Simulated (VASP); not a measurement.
# Ru (C2/m) in VASP: further runs

Ru is run at these levels: r2SCAN; tasks: electric field gradients.

All numbers are computed with VASP 6.6.1; they aren't measurements. Logs are shortened: lines on timing, memory, paths and dates and some standing lists are left out, and cuts for length are marked.

## 1. The cell of the first run

Symmetry: C2/m, No. 12, monoclinic system. The conventional cell has a = 4.672 Å, b = 2.697 Å, c = 4.370 Å, α = 90.00°, β = 90.00°, γ = 90.00°. Within 2.9 Å of Ru (site symmetry m) lie 10 Ru at 2.20 to 2.88 Å.

## 2. Electric field gradients, r2SCAN (shortest bond scaled by 0.82)

Input file POSCAR:

```
Ru
1.0
    2.6974396414      0.0000000000      0.0000000000
   -1.3487198207      2.3360512546      0.0000000000
    0.0000000000      0.0000000000      4.3698522191
Ru
2
Direct
    0.2733333333      0.6366666667      0.2050000000
    0.7266666667      0.3633333333      0.7950000000
```

Input file INCAR.step1:

```
ALGO = Normal ; EDIFF = 1E-4
ENCUT = 520 ; GGA = PE
ISMEAR = -1 ; LASPH = T
LCHARG = F ; LREAL = F
LWAVE = T ; NBANDS = 21
NELM = 60 ; PREC = Accurate
SIGMA = 0.05
```

Input file INCAR.step2:

```
ALGO = Normal ; EDIFF = 1E-8
ENCUT = 520 ; ISIF = 2
ISMEAR = -1 ; ISTART = 1
LASPH = T ; LCHARG = F
LEFG = T ; LMIXTAU = T
LREAL = F ; LWAVE = F
METAGGA = R2SCAN ; NBANDS = 21
NELM = 60 ; PREC = Accurate
SIGMA = 0.05
```

Input file KPOINTS:

```
k-points
0
Gamma
  13 13 7
```

Potentials or basis: VASP PAW PBE potentials, release 64 (Ru_pv).

The run is started by

```
cat potpaw_PBE.64/Ru_pv/POTCAR > POTCAR
cp INCAR.step1 INCAR
mpirun -np 1 vasp_std > vasp.out
cp INCAR.step2 INCAR
mpirun -np 1 vasp_std > vasp.out
```

OUTCAR:

```text
EDIFF = 1E-8
   ENCUT = 520
   ISIF = 2
   ISMEAR = -1
   ISTART = 1
   LASPH = T
   LREAL = F
   METAGGA = R2SCAN
   NELM = 60
   PREC = Accurate

 ion  position               nearest neighbor table
   1  0.273  0.637  0.205-   2 2.20   2 2.48   2 2.48   2 2.88   2 3.10   2 3.10
   2  0.727  0.363  0.795-   1 2.20   1 2.48   1 2.48   1 2.88   1 3.10   1 3.10

  LATTYP: Found a hexagonal cell.
 ALAT       =     2.6974396414
 C/A-ratio  =     1.6200000000

  Lattice vectors:

 A1 = (   2.6974396414,   0.0000000000,   0.0000000000)
 A2 = (  -1.3487198207,   2.3360512546,   0.0000000000)
 A3 = (   0.0000000000,   0.0000000000,   4.3698522191)

Analysis of symmetry for initial positions (statically):
=====================================================================
 Subroutine PRICEL returns:
 Original cell was already a primitive cell.

 Routine SETGRP: Setting up the symmetry group for a
 hexagonal supercell.

 Subroutine GETGRP returns: Found  4 space group operations
 (whereof  4 operations were pure point group operations)
 out of a pool of 24 trial point group operations.

The static configuration has the point symmetry C_2h.

Analysis of symmetry for dynamics (positions and initial velocities):
=====================================================================
 Subroutine PRICEL returns:
 Original cell was already a primitive cell.

 Routine SETGRP: Setting up the symmetry group for a
 hexagonal supercell.

 Subroutine GETGRP returns: Found  4 space group operations
 (whereof  4 operations were pure point group operations)
 out of a pool of 24 trial point group operations.

The dynamic configuration has the point symmetry C_2h.

 Subroutine INISYM returns: Found  4 space group operations
 (whereof  4 operations are pure point group operations),
 and found     1 'primitive' translations

----------------------------------------------------------------------------------------

                                     Primitive cell

  volume of cell :      27.5360

  direct lattice vectors                    reciprocal lattice vectors
     2.697439641  0.000000000  0.000000000     0.370721919  0.214036400  0.000000000
    -1.348719821  2.336051255  0.000000000     0.000000000  0.428072799  0.000000000
     0.000000000  0.000000000  4.369852219     0.000000000  0.000000000  0.228840691

  length of vectors
     2.697439641  2.697439641  4.369852219     0.428072799  0.428072799  0.228840691

  position of ions in fractional coordinates (direct lattice)
     0.273333333  0.636666667  0.205000000
     0.726666667  0.363333333  0.795000000

  ion indices of the primitive-cell ions
   primitive index   ion index
                 1           1
                 2           2

----------------------------------------------------------------------------------------

 KPOINTS: k-points

Automatic generation of k-mesh.
 Grid dimensions read from file:
 generate k-points for:   13   13    7

 Generating k-lattice:

  Cartesian coordinates                     Fractional coordinates (reciprocal lattice)
     0.028517071  0.016464338  0.000000000     0.076923077  0.000000000  0.000000000
     0.000000000  0.032928677  0.000000000     0.000000000  0.076923077  0.000000000
     0.000000000  0.000000000  0.032691527     0.000000000  0.000000000  0.142857143

  Length of vectors
     0.032928677  0.032928677  0.032691527

  Shift w.r.t. Gamma in fractional coordinates (k-lattice)
     0.000000000  0.000000000  0.000000000

 Subroutine IBZKPT returns following result:
 ===========================================

 Found    322 irreducible k-points:

 Following reciprocal coordinates:
            Coordinates               Weight
  0.000000  0.000000  0.000000      1.000000
  0.076923  0.000000  0.000000      2.000000
  0.000000  0.076923  0.000000      4.000000
  0.153846  0.000000  0.000000      2.000000
  0.000000  0.153846  0.000000      4.000000
  0.230769  0.000000  0.000000      2.000000
[... 16 lines left out ...]
 -0.076923  0.384615  0.000000      4.000000
 -0.384615  0.307692  0.000000      4.000000
 [... further k-points ...]
   k-points           NKPTS =    322   k-points in BZ     NKDIM =    322   number of bands    NBANDS=     21
   number of dos      NEDOS =    301   number of ions     NIONS =      2
   total plane-waves  NPLWV =  14400
   dimension x,y,z NGX =    20 NGY =   20 NGZ =   36
   dimension x,y,z NGXF=    40 NGYF=   40 NGZF=   72
   ions per type =               2
   NGX,Y,Z   is equivalent  to a cutoff of  12.33, 12.33, 13.70 a.u.
   NGXF,Y,Z  is equivalent  to a cutoff of  24.65, 24.65, 27.39 a.u.
 SYSTEM =  unknown system
   PREC   = accura    normal or accurate (medium, high low for compatibility)
   ISTART =      1    job   : 0-new  1-cont  2-samecut
   ICHARG =      0    charge: 1-file 2-atom 10-const
   ISPIN  =      1    spin polarized calculation?
   LNONCOLLINEAR =      F non collinear calculations
   LSORBIT =      F    spin-orbit coupling
   LASPH  =      T    aspherical Exc in radial PAW
   ENCUT  =  520.0 eV  38.22 Ry    6.18 a.u.   5.02  5.02  8.13*2*pi/ulx,y,z
   NELM   =     60;   NELMIN=  2; NELMDL=  0     # of ELM steps
   EDIFF  = 0.1E-07   stopping-criterion for ELM
   LREAL  =      F    real-space projection
   EDIFFG = 0.1E-06   stopping-criterion for IOM
   NSW    =      0    number of steps for IOM
   IBRION =     -1    ionic relax: 0-MD 1-quasi-New 2-CG
   NFREE  =      0    steps in history (QN), initial steepest desc. (CG)
   ISIF   =      2    stress and relaxation
   ISYM   =      2    0-nonsym 1-usesym 2-fastsym
   POTIM  = 0.5000    time-step for ionic-motion
   TEBEG  =    0.0;   TEEND  =   0.0 temperature during run
   PSTRESS=    0.0 pullay stress
   NELECT =      28.0000    total number of electrons
   NUPDOWN=      -1.0000    fix difference up-down
   EMIN   =  10.00;   EMAX   =-10.00  energy-range for DOS
   EFERMI =   0.00;   METHOD = LEGACY
   ISMEAR =    -1;   SIGMA  =   0.05  broadening in eV -4-tet -1-fermi 0-gaus
   EFERMI_NEDOS =   21; number of points for ismear=-14 and -15
   IALGO  =     38    algorithm
   IMIX   =      4    mixing-type and parameters
     AMIX     =   0.40;   BMIX     =  1.00
     AMIX_MAG =   1.60;   BMIX_MAG =  1.00
  volume/ion in A,a.u.               =      13.77        92.91
  Fermi-wavevector in a.u.,A,eV,Ry     =   1.646243  3.110948 36.873358  2.710115
  Thomas-Fermi vector in A             =   2.735904
   LORBIT       =      0    0 simple, 1 ext, 2 COOP (PROOUT), +10 PAW based schemes
   METAGGA = R2SCAN    functional components
   LHFCALC =     F    Hartree Fock is set to
   AEXX    =    0.0000 exact exchange contribution
   IVDW    =     0    specifies the selected vdW correction
   LEPSILON=     F    determine dielectric tensor
   LRPA    =     F    only Hartree local field effects (RPA)
 non-spin polarized calculation
  energy-cutoff  :      520.00
  volume of cell :       27.54
 maximum number of plane-waves:       764
   NGX =  9   NGY =  9   NGZ = 17

 number of electron      28.0000003 magnetization

 Free energy of the ion-electron system (eV)
  ---------------------------------------------------
  ext. energy  EPLUGINS =         0.00000000
  ---------------------------------------------------
  free energy    TOTEN  =       -49.55744279 eV

  energy without entropy =      -49.54068526  energy(sigma->0) =      -49.54906403

 E-fermi :  12.7500     XC(G=0): -15.1650

 val. band max:       12.7436008146   @ k =  -0.3846   0.3077   0.1429
 cond. band min:      12.7504514912   @ k =  -0.3077  -0.1538   0.4286
 fundamental gap:      0.0068506766
 Fermi energy:        12.7499938527

 k-point     1 :       0.0000    0.0000    0.0000
  band No.  band energies     occupation
      1     -33.0566      2.00000
      2     -31.7447      2.00000
      3     -31.5071      2.00000
      4     -31.4287      2.00000
      5     -31.3436      2.00000
      6     -31.0858      2.00000
[... 13 lines left out ...]
     20      21.1189      0.00000
     21      21.1469      0.00000

 k-point     2 :       0.0769    0.0000    0.0000
  band No.  band energies     occupation
      1     -33.0442      2.00000
      2     -31.8119      2.00000
      3     -31.5512      2.00000
      4     -31.4077      2.00000
      5     -31.3701      2.00000
      6     -31.0927      2.00000
[... 520 lines left out ...]
 k-point    24 :      -0.3846    0.3077    0.0000
  band No.  band energies     occupation
      1     -32.9509      2.00000
      2     -32.4250      2.00000
      3     -31.8728      2.00000
      4     -31.7583      2.00000
      5     -31.4776      2.00000
      6     -31.1818      2.00000
[... 13 lines left out ...]
     20      21.7643      0.00000
     21      22.7639      0.00000

 [... further k-points ...]

------------------------ aborting loop because EDIFF is reached ----------------------------------------

  FORCE on cell =-STRESS in cart. coord.  units (eV):
  Direction    XX          YY          ZZ          XY          YZ          ZX
  --------------------------------------------------------------------------------------
  -------------------------------------------------------------------------------------
  Total        4.2002232      1.9464098      8.1676345      1.9518597      1.8721349      3.2426323
  in kB      244.3892525    113.2515107    475.2323807    113.5686158    108.9298418    188.6719914
  external PRESSURE =     277.6243813 kB  Pullay stress =       0.0000000 kB

 VOLUME and BASIS-vectors are now :
 -----------------------------------------------------------------------------
  energy-cutoff  :      520.00
  volume of cell :       27.54
      direct lattice vectors                 reciprocal lattice vectors
     2.697439641  0.000000000  0.000000000     0.370721919  0.214036400  0.000000000
    -1.348719821  2.336051255  0.000000000     0.000000000  0.428072799  0.000000000
     0.000000000  0.000000000  4.369852219     0.000000000  0.000000000  0.228840691

 POSITION                                       TOTAL-FORCE (eV/Angst)
 -----------------------------------------------------------------------------------
     -0.12138      1.48729      0.89582         2.108826      1.217531      6.524897
      1.47010      0.84877      3.47403        -2.108826     -1.217531     -6.524897
 -----------------------------------------------------------------------------------
    total drift:                                0.000000     -0.000000      0.000000

  FREE ENERGIE OF THE ION-ELECTRON SYSTEM (eV)
  ---------------------------------------------------
  free  energy   TOTEN  =       -49.5574427914 eV

  energy  without entropy=      -49.5406852635  energy(sigma->0) =      -49.54906403

 Electric field gradients (V/A^2)
---------------------------------------------------------------------
 ion       V_xx      V_yy      V_zz      V_xy      V_xz      V_yz
---------------------------------------------------------------------
   1     -24.119    -8.742    32.861   -13.314    33.615    19.408
   2     -24.119    -8.742    32.861   -13.314    33.615    19.408
---------------------------------------------------------------------

 Electric field gradients after diagonalization (V/A^2)
 (convention: |V_zz| > |V_xx| > |V_yy|)
----------------------------------------------------------------------
 ion       V_xx      V_yy      V_zz     asymmetry (V_yy - V_xx)/ V_zz
----------------------------------------------------------------------
   1     -49.990    -1.056    51.046       0.959
   2     -49.990    -1.056    51.046       0.959
----------------------------------------------------------------------

           NMR quadrupolar parameters

 Cq : quadrupolar parameter    Cq=e*Q*V_zz/h
 eta: asymmetry parameters     (V_yy - V_xx)/ V_zz
 Q  : nuclear electric quadrupole moment in mb (millibarn)
----------------------------------------------------------------------
 ion       Cq(MHz)       eta       Q (mb)
----------------------------------------------------------------------
   1       0.123       0.959       1.000
   2       0.123       0.959       1.000
----------------------------------------------------------------------
```

It took 14 min on 1 thread of Intel Xeon 8259CL, shared host; peak memory 0.27 GiB.

What came out:

```
Free energy                             : -49.5574 eV
Pressure                                : 27.8 GPa
Largest force                           : 6.964 eV/Å
Band gap on the k mesh                  : zero (bands 14 and 15 overlap by 2.15 eV)
Largest electric field gradient by atom : Ru +51.0 V/Å²
```

Forces on the atoms (eV/Å):
```
Ru   2.109  1.218  6.525
Ru  -2.109 -1.218 -6.525
```

Levels at points of the mesh, in eV from the Fermi level:
```
           k point  band 11  band 12  band 13  band 14  band 15  band 16  band 17  band 18
(0.00, 0.00, 0.00)    -3.39    -3.35    -2.24    -1.34    -0.08     0.56     1.88     2.11
```

Electric field gradients, principal values (V/Å²):
```
atom   least   middle  greatest (by size)
1 Ru  -1.056  -49.990              51.046
2 Ru  -1.056  -49.990              51.046
```

Caveat: the cell differs from its parent crystal (shortest bond scaled by 0.82); the stress differs along the axes, from 11 to 48 GPa; without QUAD_EFG the Cq values of the log hold for a quadrupole moment of 1 mb, not for the nuclei; the PAW data sets were made with another functional, which shifts forces and pressure a little.

(Continued in part 2 of 2.)
